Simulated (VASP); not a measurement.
Here is a VASP 6.6.1 calculation.

POSCAR

```
C
1.0
    2.5200000000      0.0000000000      0.0000000000
   -1.2600000000      2.1823840175      0.0000000000
    0.0000000000      0.0000000000      4.1800000000
C
4
Direct
    0.3333333333      0.6666666667      0.0000000000
    0.6666666667      0.3333333333      0.5000000000
    0.3333333333      0.6666666667      0.3740000000
    0.6666666667      0.3333333333      0.8740000000
```

File INCAR.step1:

```
SYSTEM = C
PREC     = Accurate       ! precision mode
ENCUT    = 520            ! plane-wave cutoff, eV
ISMEAR   = 0              ! smearing method
SIGMA    = 0.1            ! smearing width, eV
LREAL    = .FALSE.        ! projectors in reciprocal space
LASPH    = .TRUE.         ! aspherical terms in the spheres
NELM     = 100            ! most SCF steps
NBANDS   = 16             ! bands
GGA      = PE             ! functional
ALGO     = Normal         ! electronic algorithm
EDIFF    = 1E-4           ! SCF threshold, eV
LWAVE    = .TRUE.         ! write WAVECAR
LCHARG   = .FALSE.        ! write CHGCAR
```

Contents of INCAR.step2:

```
SYSTEM = C
PREC     = Accurate       ! precision mode
ENCUT    = 520            ! plane-wave cutoff, eV
EDIFF    = 1E-6           ! SCF threshold, eV
ISMEAR   = 0              ! smearing method
SIGMA    = 0.1            ! smearing width, eV
LREAL    = .FALSE.        ! projectors in reciprocal space
LASPH    = .TRUE.         ! aspherical terms in the spheres
NELM     = 100            ! most SCF steps
ALGO     = Normal         ! electronic algorithm
ISIF     = 2              ! what is computed and relaxed
LWAVE    = .FALSE.        ! write WAVECAR
LCHARG   = .FALSE.        ! write CHGCAR
METAGGA  = R2SCAN         ! meta-GGA
LMIXTAU  = .TRUE.       
NBANDS   = 16             ! bands
ISTART   = 1
```

The input KPOINTS:

```
Automatic mesh
0
G
  9 9 4
  0 0 0
```

Potentials or basis: VASP PAW PBE potentials, release 64 (C).

Launch:

```sh
$ cat potpaw_PBE.64/C/POTCAR > POTCAR
$ cp INCAR.step1 INCAR
$ mpirun -np 1 vasp_std > vasp.out
$ cp INCAR.step2 INCAR
$ mpirun -np 1 vasp_std > vasp.out
```

Question: Predict the largest force.

Answer: 0.091 eV/Å.

Question: Predict the pressure.

Answer: -6.0 GPa.

Question: Estimate the band gap on the k mesh.

Answer: 3.57 eV, indirect (least direct gap 5.08 eV).

Stress tensor (GPa, compression positive):
```
-7.64  0.00  0.00
 0.00 -7.64  0.00
 0.00  0.00 -2.65
```

Caveat: the PAW data sets were made with another functional, which shifts forces and pressure a little. r2SCAN opens gaps a little over a GGA but as a rule still falls short of measured ones.
